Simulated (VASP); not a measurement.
# Ir (Fm-3m) in VASP: notebook

Aim: see how the results for Ir move with the level of theory and the settings. Levels: PBE, PBEsol. Tasks: relaxation of cell and atoms.

Everything below comes from runs of VASP 6.6.1. Logs are shortened: lines on timing, memory, paths and dates and some standing lists are left out, and cuts for length are marked.

### Step 1. The cell of the first run

The structure is cubic, space group Fm-3m (No. 225). The conventional cell has a = 3.831 Å, b = 3.831 Å, c = 3.831 Å, α = 90.00°, β = 90.00°, γ = 90.00°. Ir (site symmetry m-3m) has 12 Ir at 2.71 Å within 3.6 Å.

### Step 2. Relaxation of cell and atoms, PBE

The input, INCAR:

```
ALGO = Normal ; EDIFF = 1E-7
EDIFFG = -0.01 ; ENCUT = 600
GGA = PE ; IBRION = 2
ISIF = 3 ; ISMEAR = -1
LASPH = T ; LCHARG = F
LREAL = F ; LWAVE = F
NELM = 80 ; NSW = 80
PREC = Accurate ; SIGMA = 0.05
```

The input, KPOINTS:

```
k-points
0
Gamma
  12 12 12
```

The input, POSCAR:

```
Ir
1.0
    0.0000000000      1.9156000000      1.9156000000
    1.9156000000      0.0000000000      1.9156000000
    1.9156000000      1.9156000000      0.0000000000
Ir
1
Direct
    0.0000000000      0.0000000000      0.0000000000
```

Potentials or basis: VASP PAW PBE potentials, release 64 (Ir).

The run is started by

```bash
$ cat potpaw_PBE.64/Ir/POTCAR > POTCAR
$ mpirun -np 1 vasp_std > vasp.out
```

OUTCAR:

```text
EDIFF = 1E-7
   EDIFFG = -0.01
   ENCUT = 600
   GGA = PE
   IBRION = 2
   ISIF = 3
   ISMEAR = -1
   LASPH = T
   LREAL = F
   NELM = 80
   NSW = 80
   PREC = Accurate

 ion  position               nearest neighbor table
   1  0.000  0.000  0.000-

  LATTYP: Found a face centered cubic cell.
 ALAT       =     3.8312000000

  Lattice vectors:

 A1 = (   0.0000000000,   1.9156000000,   1.9156000000)
 A2 = (   1.9156000000,   0.0000000000,   1.9156000000)
 A3 = (   1.9156000000,   1.9156000000,   0.0000000000)

Analysis of symmetry for initial positions (statically):
[... 5 lines left out ...]
 face centered cubic supercell.

 Subroutine GETGRP returns: Found 48 space group operations
 (whereof 48 operations were pure point group operations)
 out of a pool of 48 trial point group operations.

The static configuration has the point symmetry O_h .

Analysis of symmetry for dynamics (positions and initial velocities):
[... 5 lines left out ...]
 face centered cubic supercell.

 Subroutine GETGRP returns: Found 48 space group operations
 (whereof 48 operations were pure point group operations)
 out of a pool of 48 trial point group operations.

The dynamic configuration has the point symmetry O_h .

 Subroutine INISYM returns: Found 48 space group operations
 (whereof 48 operations are pure point group operations),
 and found     1 'primitive' translations

----------------------------------------------------------------------------------------

                                     Primitive cell

  volume of cell :      14.0587

  direct lattice vectors                    reciprocal lattice vectors
     0.000000000  1.915600000  1.915600000    -0.261014826  0.261014826  0.261014826
     1.915600000  0.000000000  1.915600000     0.261014826 -0.261014826  0.261014826
     1.915600000  1.915600000  0.000000000     0.261014826  0.261014826 -0.261014826

  length of vectors
     2.709067500  2.709067500  2.709067500     0.452090940  0.452090940  0.452090940

  position of ions in fractional coordinates (direct lattice)
     0.000000000  0.000000000  0.000000000

  ion indices of the primitive-cell ions
   primitive index   ion index
                 1           1

----------------------------------------------------------------------------------------

 KPOINTS: k-points

Automatic generation of k-mesh.
 Grid dimensions read from file:
 generate k-points for:   12   12   12

 Generating k-lattice:

  Cartesian coordinates                     Fractional coordinates (reciprocal lattice)
    -0.021751235  0.021751235  0.021751235     0.083333333  0.000000000  0.000000000
     0.021751235 -0.021751235  0.021751235     0.000000000  0.083333333  0.000000000
     0.021751235  0.021751235 -0.021751235     0.000000000  0.000000000  0.083333333

  Length of vectors
     0.037674245  0.037674245  0.037674245

  Shift w.r.t. Gamma in fractional coordinates (k-lattice)
     0.000000000  0.000000000  0.000000000

 Subroutine IBZKPT returns following result:
 ===========================================

 Found     72 irreducible k-points:

 Following reciprocal coordinates:
            Coordinates               Weight
  0.000000  0.000000  0.000000      1.000000
  0.083333  0.000000  0.000000      8.000000
  0.166667  0.000000  0.000000      8.000000
  0.250000  0.000000  0.000000      8.000000
  0.333333  0.000000  0.000000      8.000000
  0.416667  0.000000  0.000000      8.000000
[... 16 lines left out ...]
  0.500000  0.166667  0.000000     24.000000
 -0.416667  0.166667  0.000000     24.000000
 [... further k-points ...]
   k-points           NKPTS =     72   k-points in BZ     NKDIM =     72   number of bands    NBANDS=      8
   number of dos      NEDOS =    301   number of ions     NIONS =      1
   total plane-waves  NPLWV =  13824
   dimension x,y,z NGX =    24 NGY =   24 NGZ =   24
   dimension x,y,z NGXF=    48 NGYF=   48 NGZF=   48
   ions per type =               1
   NGX,Y,Z   is equivalent  to a cutoff of  14.73, 14.73, 14.73 a.u.
   NGXF,Y,Z  is equivalent  to a cutoff of  29.46, 29.46, 29.46 a.u.
 SYSTEM =  unknown system
   PREC   = accura    normal or accurate (medium, high low for compatibility)
   ISTART =      0    job   : 0-new  1-cont  2-samecut
   ICHARG =      2    charge: 1-file 2-atom 10-const
   ISPIN  =      1    spin polarized calculation?
   LNONCOLLINEAR =      F non collinear calculations
   LSORBIT =      F    spin-orbit coupling
   LASPH  =      T    aspherical Exc in radial PAW
   ENCUT  =  600.0 eV  44.10 Ry    6.64 a.u.   5.41  5.41  5.41*2*pi/ulx,y,z
   NELM   =     80;   NELMIN=  2; NELMDL= -5     # of ELM steps
   EDIFF  = 0.1E-06   stopping-criterion for ELM
   LREAL  =      F    real-space projection
   EDIFFG = -.1E-01   stopping-criterion for IOM
   NSW    =     80    number of steps for IOM
   IBRION =      2    ionic relax: 0-MD 1-quasi-New 2-CG
   NFREE  =      1    steps in history (QN), initial steepest desc. (CG)
   ISIF   =      3    stress and relaxation
   ISYM   =      2    0-nonsym 1-usesym 2-fastsym
   POTIM  = 0.5000    time-step for ionic-motion
   TEBEG  =    0.0;   TEEND  =   0.0 temperature during run
   PSTRESS=    0.0 pullay stress
   NELECT =       9.0000    total number of electrons
   NUPDOWN=      -1.0000    fix difference up-down
   EMIN   =  10.00;   EMAX   =-10.00  energy-range for DOS
[... 5 lines left out ...]
     AMIX     =   0.40;   BMIX     =  1.00
     AMIX_MAG =   1.60;   BMIX_MAG =  1.00
  volume/ion in A,a.u.               =      14.06        94.87
  Fermi-wavevector in a.u.,A,eV,Ry     =   1.410937  2.666284 27.085691  1.990742
  Thomas-Fermi vector in A             =   2.532839
   LORBIT       =      0    0 simple, 1 ext, 2 COOP (PROOUT), +10 PAW based schemes
   GGA     = PE    functional components
   LHFCALC =     F    Hartree Fock is set to
   AEXX    =    0.0000 exact exchange contribution
   IVDW    =     0    specifies the selected vdW correction
   LEPSILON=     F    determine dielectric tensor
   LRPA    =     F    only Hartree local field effects (RPA)
 conjugate gradient relaxation of ions
 non-spin polarized calculation
  energy-cutoff  :      600.00
  volume of cell :       14.06
 maximum number of plane-waves:       495
 NGX is ok and might be reduce to    24
   NGX = 11   NGY = 11   NGZ = 11

--------------------------------------- Ionic step        1  -------------------------------------------

 number of electron       9.0000000 magnetization

 Free energy of the ion-electron system (eV)
  ---------------------------------------------------
  ext. energy  EPLUGINS =         0.00000000
  ---------------------------------------------------
  free energy    TOTEN  =        -8.85391401 eV

  energy without entropy =       -8.84919372  energy(sigma->0) =       -8.85155387

 E-fermi :  10.5478     XC(G=0): -14.0262

 val. band max:       10.5291298702   @ k =  -0.3333   0.3333   0.0000
 cond. band min:      10.5478844046   @ k =  -0.2500   0.0833   0.0000
 fundamental gap:      0.0187545344
 Fermi energy:        10.5477846578

 k-point     1 :       0.0000    0.0000    0.0000
  band No.  band energies     occupation
      1      -0.6716      2.00000
      2       6.5909      2.00000
      3       6.5909      2.00000
      4       6.5909      2.00000
      5       9.3042      2.00000
      6       9.3042      2.00000
      7      24.8318      0.00000
      8      30.4513      0.00000

 k-point     2 :       0.0833    0.0000    0.0000
  band No.  band energies     occupation
      1      -0.3633      2.00000
      2       6.4304      2.00000
      3       6.7221      2.00000
      4       6.7221      2.00000
      5       9.2225      2.00000
      6       9.2225      2.00000
      7      25.3602      0.00000
      8      29.0040      0.00000

 k-point     3 :       0.1667    0.0000    0.0000
  band No.  band energies     occupation
      1       0.4825      2.00000
      2       6.1077      2.00000
      3       6.9881      2.00000
      4       6.9881      2.00000
      5       9.1450      2.00000
      6       9.1450      2.00000
      7      26.4301      0.00000
      8      26.8828      0.00000

 k-point     4 :       0.2500    0.0000    0.0000
  band No.  band energies     occupation
      1       1.5471      2.00000
      2       6.0786      2.00000
      3       7.0366      2.00000
      4       7.0366      2.00000
      5       9.4875      2.00000
      6       9.4875      2.00000
      7      24.3297      0.00000
      8      27.3247      0.00000

 k-point     5 :       0.3333    0.0000    0.0000
  band No.  band energies     occupation
      1       2.2183      2.00000
      2       6.8098      2.00000
      3       6.8098      2.00000
      4       6.9832      2.00000
      5      10.2844      1.98975
      6      10.2844      1.98975
      7      21.8440      0.00000
      8      26.0434      0.00000
[... 284 lines left out ...]
  FORCE on cell =-STRESS in cart. coord.  units (eV):
  Direction    XX          YY          ZZ          XY          YZ          ZX
  --------------------------------------------------------------------------------------
  -------------------------------------------------------------------------------------
  Total       -0.0507818     -0.0507818     -0.0507818      0.0000000     -0.0000000      0.0000000
  in kB       -5.5996170     -5.5996170     -5.5996170      0.0000000     -0.0000000      0.0000000
  external PRESSURE =      -5.5996170 kB  Pullay stress =       0.0000000 kB

 VOLUME and BASIS-vectors are now :
 -----------------------------------------------------------------------------
  energy-cutoff  :      600.00
  volume of cell :       14.53
      direct lattice vectors                 reciprocal lattice vectors
     0.000000000  1.936764598  1.936764598    -0.258162505  0.258162505  0.258162505
     1.936764598 -0.000000000  1.936764598     0.258162505 -0.258162505  0.258162505
     1.936764598  1.936764598 -0.000000000     0.258162505  0.258162505 -0.258162505

 POSITION                                       TOTAL-FORCE (eV/Angst)
 -----------------------------------------------------------------------------------
      0.00000     -0.00000      0.00000        -0.000000     -0.000000      0.000000
 -----------------------------------------------------------------------------------
    total drift:                               -0.000000      0.000000     -0.000000

  FREE ENERGIE OF THE ION-ELECTRON SYSTEM (eV)
  ---------------------------------------------------
  free  energy   TOTEN  =        -8.8698823799 eV

  energy  without entropy=       -8.8648719711  energy(sigma->0) =       -8.86737718

--------------------------------------- Ionic step        4  -------------------------------------------

 number of electron       9.0000000 magnetization

 Free energy of the ion-electron system (eV)
  ---------------------------------------------------
  ext. energy  EPLUGINS =         0.00000000
  ---------------------------------------------------
  free energy    TOTEN  =        -8.86992823 eV

  energy without entropy =       -8.86493150  energy(sigma->0) =       -8.86742987

 E-fermi :   9.9970     XC(G=0): -13.8392

 val. band max:        9.9830842424   @ k =  -0.3333   0.3333   0.0000
 cond. band min:       9.9988540583   @ k =  -0.2500   0.0833   0.0000
 fundamental gap:      0.0157698160
 Fermi energy:         9.9969600661

 k-point     1 :       0.0000    0.0000    0.0000
  band No.  band energies     occupation
      1      -0.8756      2.00000
      2       6.2333      2.00000
      3       6.2333      2.00000
      4       6.2333      2.00000
      5       8.8131      2.00000
      6       8.8131      2.00000
      7      24.3507      0.00000
      8      29.7827      0.00000

 k-point     2 :       0.0833    0.0000    0.0000
  band No.  band energies     occupation
      1      -0.5772      2.00000
      2       6.0814      2.00000
      3       6.3586      2.00000
      4       6.3586      2.00000
      5       8.7371      2.00000
      6       8.7371      2.00000
      7      24.8530      0.00000
      8      28.3521      0.00000

 k-point     3 :       0.1667    0.0000    0.0000
  band No.  band energies     occupation
      1       0.2441      2.00000
      2       5.7738      2.00000
      3       6.6132      2.00000
      4       6.6132      2.00000
      5       8.6667      2.00000
      6       8.6667      2.00000
      7      25.8813      0.00000
      8      26.1956      0.00000

 k-point     4 :       0.2500    0.0000    0.0000
  band No.  band energies     occupation
      1       1.2917      2.00000
      2       5.7380      2.00000
      3       6.6608      2.00000
      4       6.6608      2.00000
      5       8.9943      2.00000
      6       8.9943      2.00000
      7      23.6489      0.00000
      8      26.6137      0.00000

 k-point     5 :       0.3333    0.0000    0.0000
  band No.  band energies     occupation
      1       1.9786      2.00000
      2       6.4458      2.00000
      3       6.4458      2.00000
      4       6.5910      2.00000
      5       9.7504      1.98568
      6       9.7504      1.98568
      7      21.0540      0.00000
      8      25.4123      0.00000
[... 216 lines left out ...]
  --------------------------------------------------------------------------------------
  -------------------------------------------------------------------------------------
  Total       -0.0045110     -0.0045110     -0.0045110     -0.0000000     -0.0000000      0.0000000
  in kB       -0.4981771     -0.4981771     -0.4981771     -0.0000000     -0.0000000      0.0000000
  external PRESSURE =      -0.4981771 kB  Pullay stress =       0.0000000 kB

 VOLUME and BASIS-vectors are now :
 -----------------------------------------------------------------------------
  energy-cutoff  :      600.00
  volume of cell :       14.51
      direct lattice vectors                 reciprocal lattice vectors
     0.000000000  1.935782582  1.935782582    -0.258293470  0.258293470  0.258293470
     1.935782582 -0.000000000  1.935782582     0.258293470 -0.258293470  0.258293470
     1.935782582  1.935782582 -0.000000000     0.258293470  0.258293470 -0.258293470

 POSITION                                       TOTAL-FORCE (eV/Angst)
 -----------------------------------------------------------------------------------
      0.00000      0.00000      0.00000         0.000000      0.000000      0.000000
 -----------------------------------------------------------------------------------
    total drift:                               -0.000000      0.000000     -0.000000

  FREE ENERGIE OF THE ION-ELECTRON SYSTEM (eV)
  ---------------------------------------------------
  free  energy   TOTEN  =        -8.8699282324 eV

  energy  without entropy=       -8.8649314979  energy(sigma->0) =       -8.86742987

 reached required accuracy - stopping structural energy minimisation
```

Run time: 12 s. Hardware: 1 thread of Intel Xeon 6975P-C (Granite Rapids), shared host; peak memory 0.16 GiB.

What came out:

```
Free energy                            : -8.8699 eV
Relaxed volume                         : 14.51 Å³/atom
Relaxed cell                           : a = 2.738 Å, b = 2.738 Å, c = 2.738 Å, α = 60.00°, β = 60.00°, γ = 60.00°
Space group after relaxing (to 0.05 Å) : Fm-3m (No. 225)
Energy gained by relaxing              : 16.0 meV/atom
Ionic steps                            : 4
Pressure after relaxing                : 0.0 GPa
```

The path:
```csv
step,energy change (eV),largest force (eV/Å),pressure (GPa),volume (Å³)
1,0.0000,0.0000,11.89,14.06
2,0.1732,0.0000,-30.07,16.29
3,-0.0160,0.0000,-0.56,14.53
4,-0.0160,0.0000,-0.05,14.51
```

Final structure:
```
Ir
1.0
     0.00000    1.93578    1.93578
     1.93578    0.00000    1.93578
     1.93578    1.93578    0.00000
Ir
1
Direct
  0.00000 0.00000 0.00000
```

Levels at points of the mesh, in eV from the Fermi level:
| k point | band 1 | band 2 | band 3 | band 4 | band 5 | band 6 | band 7 | band 8 |
| --- | --- | --- | --- | --- | --- | --- | --- | --- |
| (0.00, 0.00, 0.00) | -10.87 | -3.76 | -3.76 | -3.76 | -1.18 | -1.18 | 14.35 | 19.79 |
| (0.50, 0.00, 0.00) | -7.86 | -3.86 | -3.86 | -0.72 | 0.83 | 0.83 | 6.99 | 13.89 |
| (0.50, 0.50, 0.00) | -7.65 | -7.09 | 0.79 | 1.38 | 1.38 | 1.68 | 10.14 | 11.57 |

Caveat: spin-orbit coupling is left out, which moves the levels of the heavy elements.

[end of part 1 of 2]
